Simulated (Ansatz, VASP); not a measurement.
**One calculation of P, two programs**

The input INCAR:

```
  PREC = Accurate
  ENCUT = 600
  EDIFF = 1E-6
  ISMEAR = -1
  SIGMA = 0.05
  LREAL = F
  LASPH = T
  NELM = 80
  ALGO = Normal
  ISIF = 3
  LWAVE = F
  LCHARG = F
  GGA = PE
  IBRION = 2
  NSW = 60
  EDIFFG = -0.005
```

Contents of KPOINTS:

```
regular mesh
0
Gamma
  9 9 12
```

The input POSCAR:

```
P
1.0
    4.3761956576      0.0000000000      0.0000000000
   -2.1880978288      3.7898966114      0.0000000000
    0.0000000000      0.0000000000      2.7132413077
P
3
Direct
    0.0000000000      0.0000000000      0.0000000000
    0.3333333333      0.6666666667      0.5000000000
    0.6666666667      0.3333333333      0.5000000000
```

Input for Ansatz:

```yaml
crystal:
  lattice:
    - [4.3761956576, 0.0, 0.0]
    - [-2.1880978288, 3.7898966114, 0.0]
    - [0.0, 0.0, 2.7132413077]
  atoms:
    - { symbol: P, position: [0.0, 0.0, 0.0] }
    - { symbol: P, position: [0.3333333333, 0.6666666667, 0.5] }
    - { symbol: P, position: [0.6666666667, 0.3333333333, 0.5] }
kpoints:
  mp_grid: { grid: [9, 9, 12] }
scf:
  occupations: { method: fermi_dirac, width: 0.05 }
hamiltonian:
  xc: pbe
  pseudopotentials: { kind: paw }
output:
  forces: true
  stress: true
relax:
  f_tol: 0.005
  max_steps: 40
  cell: {}
```

Alike in both runs: task relaxation of cell and atoms; functional PBE; k mesh 9 × 9 × 12; occupations fermi-dirac, width 0.05 eV; no spin polarisation.

```csv
,VASP,Ansatz
version,VASP 6.6.1,Ansatz 0.2.0
potentials or method,"VASP PAW PBE potentials, release 64 (P)","PAW with Ansatz's default frozen-core files, scalar-relativistic"
plane-wave cutoff (eV),600,420
valence electrons in the cell,15,15
```

```tsv
	VASP	Ansatz	Ansatz less VASP
relaxed volume (Å³/atom)	14.32	14.35	+0.023
relaxed length of the cell vector where the two differ most in proportion (Å)	2.567	2.569	+0.0016
```

Noted on VASP's run: too few bands were computed for a metal, which touches its energy and stress.
